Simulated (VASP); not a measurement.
Wanted: the native input for a VASP 6.6.1 run.

| Item | Value |
| --- | --- |
| Task | single point |
| Functional | PBE |
| Potentials or basis | VASP PAW PBE potentials, release 64 (K_sv, H) |
| Cutoff | 520 eV |
| k mesh | 6 × 6 × 6 |
| Occupations | gaussian, width 0.1 eV |
| Spin | no spin polarisation |
| Dipole correction | no |
| Further INCAR settings | ALGO = Normal; EDIFF = 1e-07; NBANDS = 12 |

The structure of KH2 lies in POSCAR:

```
KH2
1.0
    1.9289441644      1.1136764326      4.2060586582
   -1.9289441644      1.1136764326      4.2060586582
    0.0000000000     -2.2273528651      4.2060586582
K H
1 2
Direct
    0.0000000000      0.0000000000      0.0000000000
    0.8055636154      0.8055636154      0.8055636154
    0.1944363846      0.1944363846      0.1944363846
```

These files were run (other wordings do the same):

INCAR

```
SYSTEM = KH2
PREC = Accurate
ENCUT = 520
EDIFF = 1E-7
ISMEAR = 0
SIGMA = 0.1
LREAL = .FALSE.
LASPH = .TRUE.
NELM = 100
ALGO = Normal
ISIF = 2
LWAVE = .FALSE.
LCHARG = .FALSE.
GGA = PE
NBANDS = 12
```

KPOINTS

```
Automatic mesh
0
G
  6 6 6
  0 0 0
```

Potentials or basis: VASP PAW PBE potentials, release 64 (K_sv, H).

Launch:

```sh
$ cat potpaw_PBE.64/K_sv/POTCAR potpaw_PBE.64/H/POTCAR > POTCAR
$ mpirun -np 1 vasp_std > vasp.out
```

It gave:

```yaml
Pressure: -0.1 GPa
Largest_force: 0.004 eV/Å
Band_gap_on_the_k_mesh: zero (an odd number of electrons rules out a gap without spin polarisation)
```

Caveat: an odd number of electrons without spin polarisation forces a metal; a magnetic or distorted state may lie lower.

It took 26 s on 1 thread of Intel Xeon 8259CL, on a shared host, peak memory 0.2 GiB.
